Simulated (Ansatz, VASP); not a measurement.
## One calculation of Ru, two programs

```
CELL_PARAMETERS angstrom
2.66403 0.00000 0.00000
-1.33202 2.30712 0.00000
0.00000 0.00000 8.55441
ATOMIC_POSITIONS crystal
Ru 0.00000 0.00000 0.00000
Ru 0.00000 0.00000 0.50000
Ru 0.33333 0.66667 0.25000
Ru 0.66667 0.33333 0.75000
```

Alike in both runs: functional LDA; k mesh 13 × 13 × 4; occupations fermi-dirac, width 0.1 eV; no spin polarisation.

Ansatz relaxed the structure, and its values are those at the end. VASP's run is a single point on that final structure, the one shown.

|  | VASP | Ansatz |
| --- | --- | --- |
| version | VASP 6.6.1 | Ansatz 0.2.0 |
| potentials or method | VASP PAW LDA potentials, release 64 (Ru_pv), cutoff 520 eV | plane waves (420 eV) with PAW, scalar-relativistic |
| valence electrons in the cell | 56 | 64 |

Ansatz gave:

- pressure (GPa): 0.0

Question: Which values does VASP return?

Answer: Pressure (GPa): 1.0.

Ansatz warns that its potentials were made for another functional, while VASP's fit it. LDA's correlation is that of Perdew and Zunger in VASP and of Perdew and Wang (1992) in Ansatz. VASP's potentials hold 56 valence electrons a cell and Ansatz's 64, so a difference there can come from the potentials and not from the codes.
